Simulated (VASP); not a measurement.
Set up this calculation in VASP 6.6.1, as the native input.

```
Task                   : relaxation of cell and atoms
Functional             : PBE
Potentials or basis    : VASP PAW PBE potentials, release 64 (Ho_3, Au, F), 4f in core
Cutoff                 : 600 eV
k mesh                 : 5 × 5 × 1
Occupations            : gaussian, width 0.15 eV
Spin                   : no spin polarisation
Dipole correction      : no
Further INCAR settings : ALGO = Normal; EDIFF = 1e-07; IBRION = 2; EDIFFG = -0.08; NSW = 36; ISIF = 3
```

The structure of HoAuF4 lies in POSCAR:

```
HoAuF4
1.0
    2.9010829600      0.0000000000      0.0000000000
   -1.4505414800      2.5124115400      0.0000000000
    0.0000000000      0.0000000000     11.5748398000
Ho Au F
1 1 4
Direct
    0.6666666700      0.3333333300      0.5000000000
    0.6666666700      0.3333333300      0.0000000000
    0.3333333300      0.6666666700      0.6259580300
    0.0000000000      0.0000000000      0.8781179800
    0.0000000000      0.0000000000      0.1218820200
    0.3333333300      0.6666666700      0.3740419700
```

The cell was generated, and may not be a known phase.

These files were run (other wordings do the same):

INCAR

```
PREC = Accurate ; ENCUT = 600
EDIFF = 1E-7 ; ISMEAR = 0
SIGMA = 0.15 ; LREAL = F
LASPH = T ; NELM = 200
ALGO = Normal ; ISIF = 3
LWAVE = F ; LCHARG = F
GGA = PE ; IBRION = 2
NSW = 36 ; EDIFFG = -0.08
GGA_COMPAT = F ; NELMIN = 4
LMAXMIX = 6
```

KPOINTS

```
regular mesh
0
Gamma
  5 5 1
```

Potentials or basis: VASP PAW PBE potentials, release 64 (Ho_3, Au, F), 4f in core.

The run is started by

```sh
$ cat potpaw_PBE.64/Ho_3/POTCAR potpaw_PBE.64/Au/POTCAR potpaw_PBE.64/F/POTCAR > POTCAR
$ mpirun -np 1 vasp_std > vasp.out
```

It gave:

| Property | Result |
| --- | --- |
| Relaxed volume | 12.03 Å³/atom |
| Relaxed cell | a = 3.725 Å, b = 3.725 Å, c = 6.007 Å, α = 90.00°, β = 90.00°, γ = 120.00° |
| Space group after relaxing (to 0.1 Å) | P-6m2 (No. 187) |
| Energy gained by relaxing | 600.5 meV/atom |
| Ionic steps | 23 |
| Pressure after relaxing | 0.2 GPa |
| Largest force after relaxing | 0.068 eV/Å |
| Band gap on the k mesh | 0.75 eV (least direct gap 0.83 eV) |

Caveat: the k points lie up to 1.05 Å⁻¹ apart in the final cell, too coarse for converged energies, forces and pressures; a cell axis changed by over 15 % at a fixed basis, so the end point is rough; spin-orbit coupling is left out, which moves the levels of the heavy elements; the 4f electrons are frozen in the core, so they carry no moment and show no levels; the relaxation stopped at a loose force limit of 0.08 eV/Å, so its end isn't a converged minimum.

It took 6.3 min on 1 thread of Intel(R) Xeon(R) Platinum 8559C (Emerald Rapids) (shared host), peak memory 0.25 GiB.
